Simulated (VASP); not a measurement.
Set up this calculation in VASP 6.6.1, as the native input.

```yaml
Task: single point
Functional: r2SCAN
Potentials_or_basis: VASP PAW PBE potentials, release 64 (Ca_sv, Se)
Cutoff: 520 eV
k_mesh: 8 × 8 × 8
Occupations: fermi-dirac, width 0.02 eV
Spin: no spin polarisation
Dipole_correction: no
Further_INCAR_settings: ALGO = Normal; EDIFF = 1e-07; NBANDS = 15
```

The system is CaSe.

```xyz
2
Lattice="0.0000 3.0254 3.0254 3.0254 0.0000 3.0254 3.0254 3.0254 0.0000" Properties=species:S:1:pos:R:3 pbc="T T T"
Ca    0.0000    0.0000    0.0000
Se    3.0254    3.0254    3.0254
```

These files were run (other wordings do the same):

POSCAR

```
CaSe
1.0
    0.0000000000      3.0254228700      3.0254228700
    3.0254228700      0.0000000000      3.0254228700
    3.0254228700      3.0254228700      0.0000000000
Ca Se
1 1
Direct
    0.0000000000      0.0000000000      0.0000000000
    0.5000000000      0.5000000000      0.5000000000
```

INCAR.step1

```
PREC = Accurate
ENCUT = 520
ISMEAR = -1
SIGMA = 0.02
LREAL = F
LASPH = T
NELM = 100
NBANDS = 15
GGA = PE
ALGO = Normal
EDIFF = 1E-4
LWAVE = T
LCHARG = F
```

INCAR.step2

```
PREC = Accurate
ENCUT = 520
EDIFF = 1E-7
ISMEAR = -1
SIGMA = 0.02
LREAL = F
LASPH = T
NELM = 100
ALGO = Normal
ISIF = 2
LWAVE = F
LCHARG = F
METAGGA = R2SCAN
LMIXTAU = T
NBANDS = 15
ISTART = 1
```

KPOINTS

```
Automatic mesh
0
Gamma
  8 8 8
```

Potentials or basis: VASP PAW PBE potentials, release 64 (Ca_sv, Se).

Run with:

```bash
$ cat potpaw_PBE.64/Ca_sv/POTCAR potpaw_PBE.64/Se/POTCAR > POTCAR
$ cp INCAR.step1 INCAR
$ mpirun -np 1 vasp_std > vasp.out
$ cp INCAR.step2 INCAR
$ mpirun -np 1 vasp_std > vasp.out
```

Results of the run:

* Pressure: -2.5 GPa
* Band gap on the k mesh: 2.64 eV (least direct gap 3.52 eV)

Caveat: the PAW data sets were made with another functional, which shifts forces and pressure a little.

It took 61 s on 1 thread of AMD EPYC 9R45 96-Core Processor (Zen 5), with other jobs on the host, peak memory 0.16 GiB.
